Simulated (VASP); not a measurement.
# LaScO3: electric field gradients with r2SCAN

Crystal: LaScO3.

```
La Sc O
1.0
     5.80353    0.00000    0.00000
     0.00000    8.10226    0.00000
     0.00000    0.00000    5.68506
La Sc O
4 4 12
Direct
  0.95538 0.25000 0.01146
  0.54462 0.75000 0.51146
  0.45538 0.25000 0.48854
  0.04462 0.75000 0.98854
  0.50000 0.00000 0.00000
  0.00000 0.00000 0.50000
  0.00000 0.50000 0.50000
  0.50000 0.50000 0.00000
  0.53377 0.25000 0.89948
  0.96623 0.75000 0.39948
  0.03377 0.25000 0.60052
  0.46623 0.75000 0.10052
  0.29628 0.94648 0.70362
  0.20372 0.05352 0.20362
  0.79628 0.55352 0.79638
  0.70372 0.44648 0.29638
  0.70372 0.05352 0.29638
  0.79628 0.94648 0.79638
  0.20372 0.44648 0.20362
  0.29628 0.55352 0.70362
```

```yaml
Program: VASP 6.6.1
Task: electric field gradients
Functional: r2SCAN
Potentials_or_basis: VASP PAW PBE potentials, release 64 (La, Sc_sv, O)
Cutoff: 580 eV
k_mesh: 4 × 3 × 4
Occupations: fermi-dirac, width 0.02 eV
Spin: no spin polarisation
Dipole_correction: no
Further_INCAR_settings: ALGO = Normal; EDIFF = 1e-07; NBANDS = 96
```

```
Pressure                                : 0.1 GPa
Largest force                           : 0.017 eV/Å
Band gap on the k mesh                  : 4.52 eV
Largest electric field gradient by atom : La -128.8; Sc +7.7; O +9.2, +20.0 (each value once) V/Å²
```

Forces on the atoms (eV/Å):
```
La  -0.007  0.000 -0.008
La   0.007  0.000 -0.008
La  -0.007  0.000  0.008
La   0.007  0.000  0.008
Sc   0.000  0.000  0.000
Sc   0.000  0.000  0.000
Sc   0.000  0.000  0.000
Sc   0.000  0.000  0.000
O   -0.007  0.000  0.013
O    0.007  0.000  0.013
O   -0.007  0.000 -0.013
O    0.007  0.000 -0.013
O    0.000  0.016  0.008
O    0.000 -0.016  0.008
O    0.000 -0.016 -0.008
O    0.000  0.016 -0.008
O    0.000 -0.016 -0.008
O    0.000  0.016 -0.008
O    0.000  0.016  0.008
O    0.000 -0.016  0.008
```

Stress tensor (GPa, compression positive):
```
 0.15  0.00  0.00
 0.00  0.15  0.00
 0.00  0.00 -0.06
```

Levels at points of the mesh, in eV from the valence-band top:
| k point | band 76 | band 77 | band 78 | band 79 | band 80 | band 81 | band 82 | band 83 | band 84 | band 85 |
| --- | --- | --- | --- | --- | --- | --- | --- | --- | --- | --- |
| (0.00, 0.00, 0.00) | -0.27 | -0.23 | -0.16 | -0.02 | 0.00 | 4.52 | 4.79 | 4.90 | 5.27 | 5.27 |
| (0.50, 0.00, 0.00) | -0.54 | -0.43 | -0.43 | -0.09 | -0.09 | 5.11 | 5.11 | 5.24 | 5.24 | 5.50 |
| (0.00, 0.00, 0.50) | -0.40 | -0.29 | -0.29 | -0.11 | -0.11 | 4.97 | 4.97 | 5.23 | 5.23 | 5.36 |
| (0.50, 0.00, 0.50) | -0.34 | -0.30 | -0.30 | -0.25 | -0.25 | 4.81 | 4.81 | 5.20 | 5.20 | 5.54 |

Electric field gradients, principal values (V/Å²):
```tsv
atom	least	middle	greatest (by size)
1 La	60.217	68.611	-128.829
2 La	60.217	68.611	-128.829
3 La	60.217	68.611	-128.829
4 La	60.217	68.611	-128.829
5 Sc	-0.200	-7.472	7.672
6 Sc	-0.200	-7.472	7.672
7 Sc	-0.200	-7.472	7.672
8 Sc	-0.200	-7.472	7.672
9 O	-4.322	-4.870	9.192
10 O	-4.322	-4.870	9.192
11 O	-4.322	-4.870	9.192
12 O	-4.322	-4.870	9.192
13 O	-8.409	-11.563	19.972
14 O	-8.409	-11.563	19.972
15 O	-8.409	-11.563	19.972
16 O	-8.409	-11.563	19.972
17 O	-8.409	-11.563	19.972
18 O	-8.409	-11.563	19.972
19 O	-8.409	-11.563	19.972
20 O	-8.409	-11.563	19.972
```

Run time: 120 min on 1 thread of Intel(R) Xeon(R) Platinum 8259CL CPU @ 2.50GHz (Skylake/Cascade Lake), with other jobs on the host, peak memory 0.73 GiB.

Caveat: without QUAD_EFG the Cq values of the log hold for a quadrupole moment of 1 mb, not for the nuclei; the PAW data sets were made with another functional, which shifts forces and pressure a little; spin-orbit coupling is left out, which moves the levels of the heavy elements. A k mesh can miss the band edges.
